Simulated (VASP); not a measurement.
The system is CaS.

```xyz
2
Lattice="0.0000 2.8479 2.8479 2.8479 0.0000 2.8479 2.8479 2.8479 0.0000" Properties=species:S:1:pos:R:3 pbc="T T T"
Ca    0.0000    0.0000    0.0000
S     2.8479    2.8479    2.8479
```

Base run:

| Quantity | Value |
| --- | --- |
| Program | VASP 6.6.1 |
| Functional | PBE |
| Potentials or basis | VASP PAW PBE potentials, release 64 (Ca_sv, S) |
| Cutoff | 500 eV |
| k mesh | 6 × 6 × 6 |
| Occupations | gaussian, width 0.01 eV |
| Spin | no spin polarisation |

Its results: band gap on the k mesh 2.36 eV, indirect (least direct gap 3.16 eV); pressure 0.6 GPa.

Task: The run is repeated on the same cell with these changes: functional from PBE to r2SCAN; cutoff from 500 eV to 550 eV. What comes out?

Result: Band gap on the k mesh 2.80 eV, indirect (least direct gap 3.63 eV); pressure 0.3 GPa.

r2SCAN gives the wider gap, since meta-GGAs in the generalised Kohn-Sham scheme recover part of the derivative discontinuity.

Caveats: the PAW data sets were made with another functional, which shifts forces and pressure a little (some runs).

A k mesh can miss the band edges.
